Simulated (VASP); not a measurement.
# InTe2 (I4_1/amd) in VASP: relaxation of cell and atoms with PBE

Aim: the relaxation of cell and atoms of InTe2 with PBE.

All numbers are computed with VASP 6.6.1; they aren't measurements. Logs are shortened: lines on timing, memory, paths and dates and some standing lists are left out, and cuts for length are marked.

### 1 The cell of the first run

It takes space group I4_1/amd (No. 141, tetragonal). Conventional cell: a = 6.080 Å, b = 6.080 Å, c = 9.882 Å, α = 90.00°, β = 90.00°, γ = 90.00°. Within 4.1 Å of In (site symmetry -4m2) lie 6 Te at 3.13 to 3.22 Å and 4 In at 3.92 Å. Te (site symmetry 2mm) has 3 In at 3.13 to 3.22 Å and 7 Te at 3.19 to 3.92 Å within 4.1 Å.

### 2 Relaxation of cell and atoms, PBE

INCAR

```
ALGO     = Normal         # electronic algorithm
EDIFF    = 1E-7           # SCF threshold, eV
EDIFFG   = -0.01          # ionic threshold
ENCUT    = 600            # plane-wave cutoff, eV
GGA      = PE             # functional
IBRION   = 2              # ionic algorithm
ISIF     = 3              # what is computed and relaxed
ISMEAR   = 0              # smearing method
LASPH    = True           # aspherical terms in the spheres
LCHARG   = False          # write CHGCAR
LREAL    = False          # projectors in reciprocal space
LWAVE    = False          # write WAVECAR
NELM     = 100            # most SCF steps
NSW      = 100            # ionic steps
PREC     = Accurate       # precision mode
SIGMA    = 0.1            # smearing width, eV
```

KPOINTS

```
k-points
0
Gamma
  8 8 8
```

POSCAR

```
InTe2
1.0
   -3.0399197633      3.0399197633      4.9407559194
    3.0399197633     -3.0399197633      4.9407559194
    3.0399197633      3.0399197633     -4.9407559194
In Te
2 4
Direct
    0.0000000000      0.0000000000      0.0000000000
    0.7500000000      0.2500000000      0.5000000000
    0.3253734883      0.3253734883      0.0000000000
    0.0753734883      0.5753734883      0.5000000000
    0.4246265117      0.9246265117      0.5000000000
    0.6746265117      0.6746265117      0.0000000000
```

Potentials or basis: VASP PAW PBE potentials, release 64 (In_d, Te).

Run with:

```
$ cat potpaw_PBE.64/In_d/POTCAR potpaw_PBE.64/Te/POTCAR > POTCAR
$ mpirun -np 1 vasp_std > vasp.out
```

OUTCAR:

```text
EDIFF = 1E-7
   EDIFFG = -0.01
   ENCUT = 600
   GGA = PE
   IBRION = 2
   ISIF = 3
   ISMEAR = 0
   LASPH = True
   LREAL = False
   NELM = 100
   NSW = 100
   PREC = Accurate

 ion  position               nearest neighbor table
   1  0.000  0.000  0.000-   4 3.13   5 3.13   4 3.13   5 3.13   3 3.22   6 3.22   2 3.92   2 3.92
                             2 3.92   2 3.92
   2  0.750  0.250  0.500-   3 3.13   6 3.13   3 3.13   6 3.13   5 3.22   4 3.22   1 3.92   1 3.92
                             1 3.92   1 3.92
   3  0.325  0.325  0.000-   2 3.13   2 3.13   5 3.19   5 3.19   1 3.22   6 3.45
   4  0.075  0.575  0.500-   1 3.13   1 3.13   6 3.19   6 3.19   2 3.22   5 3.45
   5  0.425  0.925  0.500-   1 3.13   1 3.13   3 3.19   3 3.19   2 3.22   4 3.45
   6  0.675  0.675  0.000-   2 3.13   2 3.13   4 3.19   4 3.19   1 3.22   3 3.45

  LATTYP: Found a body centered tetragonal cell.
 ALAT       =     6.0798395266
 C/A-ratio  =     1.6252915551

  Lattice vectors:

 A1 = (  -3.0399197633,   3.0399197633,   4.9407559194)
 A2 = (   3.0399197633,  -3.0399197633,   4.9407559194)
 A3 = (   3.0399197633,   3.0399197633,  -4.9407559194)

Analysis of symmetry for initial positions (statically):
=====================================================================
 Subroutine PRICEL returns:
 Original cell was already a primitive cell.

 Routine SETGRP: Setting up the symmetry group for a
 body centered tetragonal supercell.

 Subroutine GETGRP returns: Found 16 space group operations
 (whereof  8 operations were pure point group operations)
 out of a pool of 16 trial point group operations.

The static configuration has the point symmetry D_2d.
 The point group associated with its full space group is D_4h.

Analysis of symmetry for dynamics (positions and initial velocities):
=====================================================================
 Subroutine PRICEL returns:
 Original cell was already a primitive cell.

 Routine SETGRP: Setting up the symmetry group for a
 body centered tetragonal supercell.

 Subroutine GETGRP returns: Found 16 space group operations
 (whereof  8 operations were pure point group operations)
 out of a pool of 16 trial point group operations.

The dynamic configuration has the point symmetry D_2d.
 The point group associated with its full space group is D_4h.

 Subroutine INISYM returns: Found 16 space group operations
 (whereof  8 operations are pure point group operations),
 and found     1 'primitive' translations

----------------------------------------------------------------------------------------

                                     Primitive cell

  volume of cell :     182.6323

  direct lattice vectors                    reciprocal lattice vectors
    -3.039919763  3.039919763  4.940755919     0.000000000  0.164478025  0.101199089
     3.039919763 -3.039919763  4.940755919     0.164478025  0.000000000  0.101199089
     3.039919763  3.039919763 -4.940755919     0.164478025  0.164478025  0.000000000

  length of vectors
     6.549297168  6.549297168  6.549297168     0.193117261  0.193117261  0.232607054

  position of ions in fractional coordinates (direct lattice)
     0.000000000  0.000000000  0.000000000
     0.750000000  0.250000000  0.500000000
     0.325373488  0.325373488  0.000000000
     0.075373488  0.575373488  0.500000000
     0.424626512  0.924626512  0.500000000
     0.674626512  0.674626512  0.000000000

  ion indices of the primitive-cell ions
   primitive index   ion index
                 1           1
                 2           2
                 3           3
                 4           4
                 5           5
                 6           6

----------------------------------------------------------------------------------------

 KPOINTS: k-points

Automatic generation of k-mesh.
 Grid dimensions read from file:
 generate k-points for:    8    8    8

 Generating k-lattice:

  Cartesian coordinates                     Fractional coordinates (reciprocal lattice)
     0.000000000  0.020559753  0.012649886     0.125000000  0.000000000  0.000000000
     0.020559753  0.000000000  0.012649886     0.000000000  0.125000000  0.000000000
     0.020559753  0.020559753  0.000000000     0.000000000  0.000000000  0.125000000

  Length of vectors
     0.024139658  0.024139658  0.029075882

  Shift w.r.t. Gamma in fractional coordinates (k-lattice)
     0.000000000  0.000000000  0.000000000

 Subroutine IBZKPT returns following result:
 ===========================================

 Found     59 irreducible k-points:

 Following reciprocal coordinates:
            Coordinates               Weight
  0.000000  0.000000  0.000000      1.000000
  0.125000  0.000000  0.000000      8.000000
  0.250000  0.000000  0.000000      8.000000
  0.375000  0.000000 -0.000000      8.000000
  0.500000  0.000000  0.000000      4.000000
  0.125000  0.125000  0.000000      8.000000
[... 16 lines left out ...]
  0.250000  0.125000  0.125000     16.000000
  0.375000  0.125000  0.125000      8.000000
 [... further k-points ...]
   k-points           NKPTS =     59   k-points in BZ     NKDIM =     59   number of bands    NBANDS=     30
   number of dos      NEDOS =    301   number of ions     NIONS =      6
   total plane-waves  NPLWV = 157464
   dimension x,y,z NGX =    54 NGY =   54 NGZ =   54
   dimension x,y,z NGXF=   108 NGYF=  108 NGZF=  108
   ions per type =               2   4
   NGX,Y,Z   is equivalent  to a cutoff of  13.71, 13.71, 13.71 a.u.
   NGXF,Y,Z  is equivalent  to a cutoff of  27.41, 27.41, 27.41 a.u.
 SYSTEM =  unknown system
   PREC   = accura    normal or accurate (medium, high low for compatibility)
   ISTART =      0    job   : 0-new  1-cont  2-samecut
   ICHARG =      2    charge: 1-file 2-atom 10-const
   ISPIN  =      1    spin polarized calculation?
   LNONCOLLINEAR =      F non collinear calculations
   LSORBIT =      F    spin-orbit coupling
   LASPH  =      T    aspherical Exc in radial PAW
   ENCUT  =  600.0 eV  44.10 Ry    6.64 a.u.  13.08 13.08 13.08*2*pi/ulx,y,z
   NELM   =    100;   NELMIN=  2; NELMDL= -5     # of ELM steps
   EDIFF  = 0.1E-06   stopping-criterion for ELM
   LREAL  =      F    real-space projection
   EDIFFG = -.1E-01   stopping-criterion for IOM
   NSW    =    100    number of steps for IOM
   IBRION =      2    ionic relax: 0-MD 1-quasi-New 2-CG
   NFREE  =      1    steps in history (QN), initial steepest desc. (CG)
   ISIF   =      3    stress and relaxation
   ISYM   =      2    0-nonsym 1-usesym 2-fastsym
   POTIM  = 0.5000    time-step for ionic-motion
   TEBEG  =    0.0;   TEEND  =   0.0 temperature during run
   PSTRESS=    0.0 pullay stress
   NELECT =      50.0000    total number of electrons
   NUPDOWN=      -1.0000    fix difference up-down
   EMIN   =  10.00;   EMAX   =-10.00  energy-range for DOS
   EFERMI =   0.00;   METHOD = LEGACY
   ISMEAR =     0;   SIGMA  =   0.10  broadening in eV -4-tet -1-fermi 0-gaus
   EFERMI_NEDOS =   21; number of points for ismear=-14 and -15
   IALGO  =     38    algorithm
   IMIX   =      4    mixing-type and parameters
     AMIX     =   0.40;   BMIX     =  1.00
     AMIX_MAG =   1.60;   BMIX_MAG =  1.00
  volume/ion in A,a.u.               =      30.44       205.41
  Fermi-wavevector in a.u.,A,eV,Ry     =   1.063014  2.008805 15.374564  1.129999
  Thomas-Fermi vector in A             =   2.198484
   LORBIT       =      0    0 simple, 1 ext, 2 COOP (PROOUT), +10 PAW based schemes
   GGA     = PE    functional components
   LHFCALC =     F    Hartree Fock is set to
   AEXX    =    0.0000 exact exchange contribution
   IVDW    =     0    specifies the selected vdW correction
   LEPSILON=     F    determine dielectric tensor
   LRPA    =     F    only Hartree local field effects (RPA)
 conjugate gradient relaxation of ions
 non-spin polarized calculation
 Gauss-broadening in eV      SIGMA  =   0.10
  energy-cutoff  :      600.00
  volume of cell :      182.63
 maximum number of plane-waves:      6127
 NGX is ok and might be reduce to    54
   NGX = 27   NGY = 27   NGZ = 27

--------------------------------------- Ionic step        1  -------------------------------------------

 number of electron      50.0000003 magnetization

 Free energy of the ion-electron system (eV)
  ---------------------------------------------------
  ext. energy  EPLUGINS =         0.00000000
  ---------------------------------------------------
  free energy    TOTEN  =       -18.04438884 eV

  energy without entropy =      -18.02661196  energy(sigma->0) =      -18.03550040

------------------------ aborting loop because EDIFF is reached ----------------------------------------

  FORCE on cell =-STRESS in cart. coord.  units (eV):
  Direction    XX          YY          ZZ          XY          YZ          ZX
  --------------------------------------------------------------------------------------
  -------------------------------------------------------------------------------------
  Total        0.5579938      0.5579938      0.3806120      0.0000000     -0.0000000      0.0000000
  in kB        4.8951086      4.8951086      3.3389921      0.0000000     -0.0000000      0.0000000
  external PRESSURE =       4.3764031 kB  Pullay stress =       0.0000000 kB
[... 185 lines left out ...]
  energy  without entropy=      -18.0315040976  energy(sigma->0) =      -18.04078375

--------------------------------------- Ionic step        6  -------------------------------------------

 number of electron      50.0000004 magnetization

 Free energy of the ion-electron system (eV)
  ---------------------------------------------------
  ext. energy  EPLUGINS =         0.00000000
  ---------------------------------------------------
  free energy    TOTEN  =       -18.05089662 eV

  energy without entropy =      -18.03174611  energy(sigma->0) =      -18.04132137

 E-fermi :   6.4343     XC(G=0):  -9.5609

 val. band max:        6.4266885521   @ k =   0.3750   0.3750   0.1250
 cond. band min:       6.4350661732   @ k =  -0.1250   0.1250   0.0000
 fundamental gap:      0.0083776211
 Fermi energy:         6.4343163983

 k-point     1 :       0.0000    0.0000    0.0000
  band No.  band energies     occupation
      1      -8.0673      2.00000
      2      -8.0636      2.00000
      3      -8.0306      2.00000
      4      -7.9918      2.00000
      5      -7.9918      2.00000
      6      -7.9843      2.00000
[... 781 lines left out ...]
     29       8.9045      0.00000
     30       9.0855      0.00000

 [... further k-points ...]
[... 5 lines left out ...]
  --------------------------------------------------------------------------------------
  -------------------------------------------------------------------------------------
  Total        0.0477954      0.0477954      0.0583389      0.0000000      0.0000000      0.0000000
  in kB        0.4162724      0.4162724      0.5081002      0.0000000      0.0000000      0.0000000
  external PRESSURE =       0.4468817 kB  Pullay stress =       0.0000000 kB
[... 21 lines left out ...]
  FREE ENERGIE OF THE ION-ELECTRON SYSTEM (eV)
  ---------------------------------------------------
  free  energy   TOTEN  =       -18.0508966194 eV

  energy  without entropy=      -18.0317461107  energy(sigma->0) =      -18.04132137

 reached required accuracy - stopping structural energy minimisation
```

Wall time 23 min (1 thread of Intel Xeon 6975P-C (Granite Rapids), shared host); peak memory 0.65 GiB.

Results:

| Property | Result |
| --- | --- |
| Free energy | -18.0509 eV |
| Relaxed volume | 30.66 Å³/atom |
| Relaxed cell | a = 6.557 Å, b = 6.557 Å, c = 6.557 Å, α = 124.50°, β = 124.50°, γ = 82.36° |
| Space group after relaxing (to 0.1 Å) | I4_1/amd (No. 141) |
| Energy gained by relaxing | 1.1 meV/atom |
| Ionic steps | 6 |
| Pressure after relaxing | 0.0 GPa |
| Largest force after relaxing | 0.010 eV/Å |
| Band gap on the k mesh | zero (bands 25 and 26 overlap by 1.42 eV) |

Forces in eV/Å, atoms in the order of the input:
```
In   0.000  0.000  0.000
In   0.000  0.000  0.000
Te   0.000  0.000  0.010
Te   0.000  0.000  0.010
Te   0.000  0.000 -0.010
Te   0.000  0.000 -0.010
```

The path:
```csv
step,energy change (eV),largest force (eV/Å),pressure (GPa),volume (Å³)
1,0.0000,0.0724,0.44,182.63
2,-0.0032,0.0577,-0.11,184.84
3,-0.0033,0.0588,-0.06,184.65
4,-0.0040,0.0520,-0.05,184.58
5,-0.0057,0.0314,-0.02,184.37
6,-0.0065,0.0100,0.04,183.96
```

Final structure:
```
In Te
1.0
    -3.05278    3.05278    4.93478
     3.05278   -3.05278    4.93478
     3.05278    3.05278   -4.93478
In Te
2 4
Direct
  0.00000 0.00000 0.00000
  0.75000 0.25000 0.50000
  0.32186 0.32186 0.00000
  0.07186 0.57186 0.50000
  0.42814 0.92814 0.50000
  0.67814 0.67814 0.00000
```

Levels at points of the mesh, in eV from the Fermi level:
```csv
k point,band 21,band 22,band 23,band 24,band 25,band 26,band 27,band 28,band 29,band 30
"(0.00, 0.00, 0.00)",-3.10,-2.82,-2.73,-2.73,0.23,0.56,1.75,1.75,3.03,4.53
"(0.50, 0.00, 0.00)",-2.31,-1.47,-1.47,-0.31,0.02,0.97,1.13,1.23,2.68,2.96
"(0.50, 0.50, 0.00)",-1.44,-1.44,-0.30,-0.30,-0.15,-0.15,1.20,1.20,2.36,2.36
"(0.50, 0.50, 0.50)",-1.90,-1.90,-1.46,-1.46,-1.17,-1.17,1.18,1.18,3.56,3.56
```

Caveat: spin-orbit coupling is left out, which moves the levels of the heavy elements.
